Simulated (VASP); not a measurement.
A run of VASP 6.6.1 is set up as follows.

Contents of INCAR:

```
SYSTEM = GeSb3Te
ALGO = Normal
EDIFF = 1E-7
ENCUT = 520
GGA = PE
ISIF = 2
ISMEAR = 0
LASPH = .TRUE.
LCHARG = .FALSE.
LREAL = .FALSE.
LWAVE = .FALSE.
NBANDS = 26
NELM = 100
PREC = Accurate
SIGMA = 0.1
```

Contents of KPOINTS:

```
k-points
0
G
  4 4 4
  0 0 0
```

The input POSCAR:

```
GeSb3Te
1.0
    4.9875794200      0.0000000000      0.0000000000
    0.0000000000      4.9875794200      0.0000000000
    0.0000000000      0.0000000000      4.9875794200
Ge Sb Te
1 3 1
Direct
    0.0000000000      0.0000000000      0.0000000000
    0.5000000000      0.0000000000      0.0000000000
    0.0000000000      0.5000000000      0.0000000000
    0.0000000000      0.0000000000      0.5000000000
    0.5000000000      0.5000000000      0.5000000000
```

Potentials or basis: VASP PAW PBE potentials, release 64 (Ge_d, Sb, Te).

The run is started by

```sh
$ cat potpaw_PBE.64/Ge_d/POTCAR potpaw_PBE.64/Sb/POTCAR potpaw_PBE.64/Te/POTCAR > POTCAR
$ mpirun -np 1 vasp_std > vasp.out
```

(1) Predict the pressure.

Answers

(1) 15.5 GPa.
